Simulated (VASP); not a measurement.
Runs of VASP 6.6.1 on Ag. The structure is that of space group I4/mmm (No. 139), or close to it. The cells are those of the table. 

| cell | further INCAR settings | gap on the mesh (eV) | pressure (GPa) |
| --- | --- | --- | --- |
| a = 2.829 Å, angles 103.5, 103.5, 122.2°, 1 atom | ALGO = Fast; EDIFF = 1e-06; NBANDS = 12 | none | 1.9 |
| a = 2.838 Å, angles 117.3, 117.3, 94.8°, 1 atom | ALGO = Fast; EDIFF = 1e-07; NBANDS = 12 | none | -0.9 |
| a = 2.809 Å, angles 105.4, 105.4, 118.0°, 1 atom | ALGO = Fast; EDIFF = 1e-07; NBANDS = 12 | none | (a) |
| a = 2.862 Å, angles 101.5, 101.5, 126.9°, 1 atom | ALGO = Fast; EDIFF = 1e-06; NBANDS = 12 | none | (b) |
| a = 2.814 Å, angles 114.7, 114.7, 99.4°, 1 atom | ALGO = Fast; EDIFF = 1e-06; NBANDS = 12 | none | -0.4 |

Alike in all rows: task single point; level PBEsol; potentials or basis VASP PAW PBE potentials, release 64 (Ag); no spin polarisation; k mesh 28 × 28 × 28; cutoff (eV) 520; smearing gaussian 0.15 eV.

**Question.** Estimate the missing entries.

**Answer.** (a) 0.3; (b) 6.3.

Caveats: the PAW data sets were made with another functional, which shifts forces and pressure a little.

A k mesh can miss the band edges, and the runs leave out spin-orbit coupling on Ag.

A gap of «none» marks levels without a gap at the run's occupations.
